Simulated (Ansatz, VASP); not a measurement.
ScAl3As4 in VASP and in Ansatz

```
Sc Al As
1.0
    -2.90929    2.90929    5.81211
     2.90929   -2.90929    5.81211
     2.90929    2.90929   -5.81211
Sc Al As
1 3 4
Direct
  0.00000 0.00000 0.00000
  0.25000 0.75000 0.50000
  0.75000 0.25000 0.50000
  0.50000 0.50000 0.00000
  0.39074 0.86838 0.00000
  0.86838 0.39074 0.00000
  0.13162 0.13162 0.52237
  0.60926 0.60926 0.47763
```

Alike in both runs: functional PBE; k mesh 4 × 4 × 4; occupations gaussian, width 0.2 eV; no spin polarisation.

Ansatz relaxed the structure, and its values are those at the end. VASP's run is a single point on that final structure, the one shown.

|  | VASP | Ansatz |
| --- | --- | --- |
| version | VASP 6.6.1 | Ansatz 0.2.0 |
| potentials or method | VASP PAW PBE potentials, release 64 (Sc_sv, Al, As), cutoff 520 eV | scalar-relativistic, plane waves, PAW |
| valence electrons in the cell | 40 | 80 |

Ansatz gave:

```
gap on the k mesh at the Fermi level (eV) : 1.62
least direct gap on the mesh (eV)         : 1.73
pressure (GPa)                            : 0.6
rms of the force components (eV/Å)        : 0.004
```

Task: Estimate VASP's values.

Result: gap on the k mesh at the Fermi level (eV): 1.61; least direct gap on the mesh (eV): 1.72; pressure (GPa): 0.8; rms of the force components (eV/Å): 0.006.

VASP's potentials hold 40 valence electrons a cell and Ansatz's 80, so a difference there can come from the potentials and not from the codes.
